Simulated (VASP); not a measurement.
Set up this calculation in VASP 6.6.1, as the native input.

```
Task                   : electric field gradients
Functional             : RPBE
Potentials or basis    : VASP PAW PBE potentials, release 64 (Cd, Te)
Cutoff                 : 520 eV
k mesh                 : 9 × 9 × 9
Occupations            : fermi-dirac, width 0.08 eV
Spin                   : no spin polarisation
Dipole correction      : no
Further INCAR settings : ALGO = Normal; EDIFF = 1e-08; NBANDS = 16; ISYM = 0
```

The structure of CdTe lies in POSCAR:

```
CdTe
1.0
    0.0000000000      3.2050000000      3.2050000000
    3.2050000000      0.0000000000      3.2050000000
    3.2050000000      3.2050000000      0.0000000000
Cd Te
1 1
Direct
    0.0000000000      0.0000000000      0.0000000000
    0.7500000000      0.7500000000      0.7500000000
```

These files were run (other wordings do the same):

INCAR

```
  ALGO = Normal
  EDIFF = 1E-8
  ENCUT = 520
  GGA = RP
  ISIF = 2
  ISMEAR = -1
  ISYM = 0
  LASPH = T
  LCHARG = F
  LEFG = T
  LREAL = F
  LWAVE = F
  NBANDS = 16
  NELM = 80
  PREC = Accurate
  SIGMA = 0.08
```

KPOINTS

```
k-points
0
Gamma
  9 9 9
```

Potentials or basis: VASP PAW PBE potentials, release 64 (Cd, Te).

Run with:

```sh
$ cat potpaw_PBE.64/Cd/POTCAR potpaw_PBE.64/Te/POTCAR > POTCAR
$ mpirun -np 1 vasp_std > vasp.out
```

Results of the run:

```json
{
 "Pressure": "6.1 GPa",
 "Band gap on the k mesh": "1.02 eV, direct"
}
```

Caveat: without QUAD_EFG the Cq values of the log hold for a quadrupole moment of 1 mb, not for the nuclei; the PAW data sets were made with another functional, which shifts forces and pressure a little; spin-orbit coupling is left out, which moves the levels of the heavy elements.

Wall time 5.2 min on 1 thread of Intel(R) Xeon(R) 6975P-C (Granite Rapids) (shared host), peak memory 0.53 GiB.
